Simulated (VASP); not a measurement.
Runs of VASP 6.6.1 on S. The structure is that of space group P6_3/mmc (No. 194), or close to it. The cells are those of the table. This isn't the form of S at room conditions, which is orthorhombic, of S8 rings.

```csv
task,cell,cutoff (eV),gap on the mesh (eV),pressure (GPa)
relaxation of cell and atoms,"relaxed to 2.3 GPa from a = 3.299, b = 3.299, c = 3.502 Å, angles 90.0, 90.0, 120.0°, 2 atoms",600,none,2.3
relaxation of cell and atoms,"relaxed to 2.3 GPa from a = 2.804, b = 2.804, c = 4.542 Å, angles 90.0, 90.0, 120.0°, 2 atoms",600,none,2.3
single point,"a = 3.300, b = 3.300, c = 3.502 Å, angles 90.0, 90.0, 120.0°, 2 atoms",520,none,2.1
single point,"a = 3.299, b = 3.299, c = 3.502 Å, angles 90.0, 90.0, 120.0°, 2 atoms",520,none,(a)
```

Alike in all rows: level PBE; potentials or basis VASP PAW PBE potentials, release 64 (S); no spin polarisation; k mesh 15 × 15 × 8; smearing fermi-dirac 0.08 eV.

Question: Estimate the missing entries.

Answer: (a) 2.2.

Caveats: the cell is relaxed towards a set pressure, so the run minimises the enthalpy, not the energy (at least some runs); a cell axis changed by over 15 % at a fixed basis, so the end point is rough (at least some runs).

A gap of «none» marks levels without a gap at the run's occupations.
